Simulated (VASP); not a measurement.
Wanted: the native input for a VASP 6.6.1 run.

```
Task                   : single point
Functional             : PBEsol
Potentials or basis    : VASP PAW PBE potentials, release 64 (Zr_sv, C)
Cutoff                 : 520 eV
k mesh                 : 4 × 7 × 7
Occupations            : fermi-dirac, width 0.08 eV
Spin                   : no spin polarisation
Dipole correction      : no
Further INCAR settings : ALGO = Normal; EDIFF = 1e-06; NBANDS = 24
```

The structure of ZrC lies in POSCAR:

```
ZrC
1.0
    0.0000000000      4.7300000000      4.7300000000
    2.3650000000      0.0000000000      2.3650000000
    2.3650000000      2.3650000000      0.0000000000
Zr C
2 2
Direct
    0.2512426004      0.4943964059      0.5030251586
    0.7481238901      0.5053471459      0.4973720930
    0.0030829810      0.0107820296     -0.0075059197
    0.5017284355     -0.0088353066      0.0044885835
```

One way to write it, as run:

INCAR

```
PREC = Accurate
ENCUT = 520
EDIFF = 1E-6
ISMEAR = -1
SIGMA = 0.08
LREAL = False
LASPH = True
NELM = 100
ALGO = Normal
ISIF = 2
LWAVE = False
LCHARG = False
GGA = PS
NBANDS = 24
```

KPOINTS

```
Automatic mesh
0
Gamma
  4 7 7
```

Potentials or basis: VASP PAW PBE potentials, release 64 (Zr_sv, C).

Run with:

```console
$ cat potpaw_PBE.64/Zr_sv/POTCAR potpaw_PBE.64/C/POTCAR > POTCAR
$ mpirun -np 1 vasp_std > vasp.out
```

It gave:

| Property | Result |
| --- | --- |
| Pressure | -8.0 GPa |
| Largest force | 0.421 eV/Å |
| Band gap on the k mesh | zero (band 16 reaches 10.22 eV, above the bottom of band 17 at 8.95 eV) |

Caveat: the PAW data sets were made with another functional, which shifts forces and pressure a little.

It took 2.4 min on 1 thread of Intel Xeon 6975P-C (shared host), peak memory 0.26 GiB.
